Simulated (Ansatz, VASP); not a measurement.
## SiW: VASP beside Ansatz

```xyz
2
Lattice="3.1030 0.0000 0.0000 0.0000 3.1030 0.0000 0.0000 0.0000 3.0571" Properties=species:S:1:pos:R:3 pbc="T T T"
W     0.0000    0.0000    0.0000
Si    1.5515    1.5515    1.5285
```

Change from the starting cell: x and y stretched by +1.5 %, z held, PAW files.

Alike in both runs: task electric field gradients; functional PBE; k mesh 11 × 11 × 11; occupations fermi-dirac, width 0.03 eV; no spin polarisation.

|  | VASP | Ansatz |
| --- | --- | --- |
| version | VASP 6.6.1 | Ansatz 0.2.0 |
| potentials or method | VASP PAW PBE potentials, release 64 (W_sv, Si) | PAW with Ansatz's default frozen-core files, scalar-relativistic |
| plane-wave cutoff (eV) | 520 | 420 |
| valence electrons in the cell | 18 | 18 |

|  | VASP | Ansatz | Ansatz less VASP |
| --- | --- | --- | --- |
| pressure (GPa) | -6.0 | -6.2 | -0.17 |
| traceless stress, the component that is largest in VASP (GPa) | -0.89 | -0.89 | +0.006 |
| size of Vzz on the site where it differs most (V/Å²) | 18.7 | 20.5 | +1.76 |

The functional is the same, so the differences come from potentials, cutoffs and numerics.

Spin-orbit coupling is off throughout.
